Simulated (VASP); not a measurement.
Write the native input for VASP 6.6.1 that does the following.

- Task: single point
- Functional: PBE
- Potentials or basis: VASP PAW PBE potentials, release 64 (B, C)
- Cutoff: 520 eV
- k mesh: 24 × 24 × 10
- Occupations: gaussian, width 0.1 eV
- Spin: no spin polarisation
- Dipole correction: no
- Further INCAR settings: ALGO = Normal; EDIFF = 1e-06; NBANDS = 14

The structure of B3C lies in POSCAR:

```
B3C
1.0
    2.5679910113      0.0000000000      0.0000000000
   -1.2839955056      2.2239454524      0.0000000000
    0.0000000000      0.0000000000      4.7153819859
B C
3 1
Direct
    0.0000000000      0.0000000000      0.0000000000
    0.6666666667      0.3333333333      0.6809022038
    0.6666666667      0.3333333333      0.3190977962
    0.0000000000      0.0000000000      0.5000000000
```

These files were run (other wordings do the same):

INCAR

```
PREC = Accurate ; ENCUT = 520
EDIFF = 1E-6 ; ISMEAR = 0
SIGMA = 0.1 ; LREAL = False
LASPH = True ; NELM = 60
ALGO = Normal ; ISIF = 2
LWAVE = False ; LCHARG = False
GGA = PE ; NBANDS = 14
```

KPOINTS

```
regular mesh
0
Gamma
  24 24 10
```

Potentials or basis: VASP PAW PBE potentials, release 64 (B, C).

Command:

```bash
$ cat potpaw_PBE.64/B/POTCAR potpaw_PBE.64/C/POTCAR > POTCAR
$ mpirun -np 1 vasp_std > vasp.out
```

It gave:

The pressure is 0.1 GPa. The largest force is 0.015 eV/Å.

Wall time 40 s on 1 thread of Intel(R) Xeon(R) 6975P-C (Granite Rapids), on a shared host, peak memory 0.22 GiB.
